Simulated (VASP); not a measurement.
Input of a VASP 6.6.1 run:

File INCAR:

```
PREC = Accurate ; ENCUT = 520
EDIFF = 1E-6 ; ISMEAR = 0
SIGMA = 0.1 ; LREAL = F
LASPH = T ; NELM = 100
ALGO = Fast ; ISIF = 2
LWAVE = F ; LCHARG = F
GGA = PE ; NBANDS = 30
```

The input KPOINTS:

```
Automatic mesh
0
Gamma
  4 4 4
```

The input POSCAR:

```
ScTa3
1.0
    4.2933781521      0.0000000000      0.0000000000
    0.0000000000      4.2933781521      0.0000000000
    0.0000000000      0.0000000000      4.2305671747
Sc Ta
1 3
Direct
    0.0000000000      0.0000000000      0.0000000000
    0.0000000000      0.5000000000      0.5000000000
    0.5000000000      0.0000000000      0.5000000000
    0.5000000000      0.5000000000      0.0000000000
```

Potentials or basis: VASP PAW PBE potentials, release 64 (Sc_sv, Ta_pv).

Run with:

```sh
$ cat potpaw_PBE.64/Sc_sv/POTCAR potpaw_PBE.64/Ta_pv/POTCAR > POTCAR
$ mpirun -np 1 vasp_std > vasp.out
```

Q: Estimate the band gap on the k mesh.

A: Zero (bands 22 and 23 overlap by 1.61 eV).

Q: Predict the pressure.

A: 0.1 GPa.

Caveat: the k points lie up to 0.37 Å⁻¹ apart, too coarse for converged energies and pressures of a metal; spin-orbit coupling is left out, which moves the levels of the heavy elements.
